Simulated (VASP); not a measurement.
Here is a VASP 6.6.1 calculation.

The input INCAR:

```
SYSTEM = KSi2
PREC = Accurate
ENCUT = 520
EDIFF = 1E-6
ISMEAR = 0
SIGMA = 0.1
LREAL = .False.
LASPH = .True.
NELM = 80
ALGO = Normal
ISIF = 2
LWAVE = .False.
LCHARG = .False.
GGA = PE
NBANDS = 16
```

Contents of KPOINTS:

```
regular mesh
0
Gamma
  12 12 12
  0 0 0
```

File POSCAR:

```
KSi2
1.0
    1.9672952231      1.1358184266      5.9542809530
   -1.9672952231      1.1358184266      5.9542809530
    0.0000000000     -2.2716368532      5.9542809530
K Si
1 2
Direct
    0.9955227215      0.9955227215      0.9955227215
    0.1880545556      0.1880545556      0.1880545556
    0.4831227229      0.4831227229      0.4831227229
```

Potentials or basis: VASP PAW PBE potentials, release 64 (K_sv, Si).

The run is started by

```console
$ cat potpaw_PBE.64/K_sv/POTCAR potpaw_PBE.64/Si/POTCAR > POTCAR
$ mpirun -np 1 vasp_std > vasp.out
```

Q: Predict the largest force.

A: 0.007 eV/Å.

Q: Predict the band gap on the k mesh.

A: Zero (an odd number of electrons rules out a gap without spin polarisation).

Q: Predict the pressure.

A: 0.0 GPa.

Forces in eV/Å, atoms in the order of the input:
```
K    0.000  0.000  0.002
Si   0.000  0.000 -0.007
Si   0.000  0.000  0.006
```

Caveat: an odd number of electrons without spin polarisation forces a metal; a magnetic or distorted state may lie lower.
